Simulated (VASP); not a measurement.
SnSe2:

```
Sn Se
1.0
     3.82515    0.00000    0.00000
    -1.91257    3.31268    0.00000
     0.00000    0.00000    6.22708
Sn Se
1 2
Direct
  0.00000 0.00000 0.00000
  0.33333 0.66667 0.25308
  0.66667 0.33333 0.74692
```

Base run:

| Item | Value |
| --- | --- |
| Program | VASP 6.6.1 |
| Functional | PBE |
| Potentials or basis | VASP PAW PBE potentials, release 64 (Sn_d, Se) |
| Cutoff | 520 eV |
| k mesh | 12 × 12 × 4 |
| Occupations | fermi-dirac, width 0.02 eV |
| Spin | no spin polarisation |

Its results: band gap on the k mesh 0.74 eV (least direct gap 1.12 eV); pressure 3.0 GPa; largest force 0.275 eV/Å.

The run is repeated on the same cell with these changes: functional from PBE to r2SCAN; occupations from fermi-dirac, width 0.02 eV to gaussian, width 0.01 eV. What comes out?

Band gap on the k mesh 1.01 eV (least direct gap 1.49 eV); pressure 1.0 GPa; largest force 0.016 eV/Å.

Caveats: spin-orbit coupling is left out, which moves the levels of the heavy elements; this functional lacks dispersion, which binds the layers, so the pressure and a relaxed spacing across them are unreliable (at least some runs); the PAW data sets were made with another functional, which shifts forces and pressure a little (at least some runs).

A k mesh can miss the band edges.
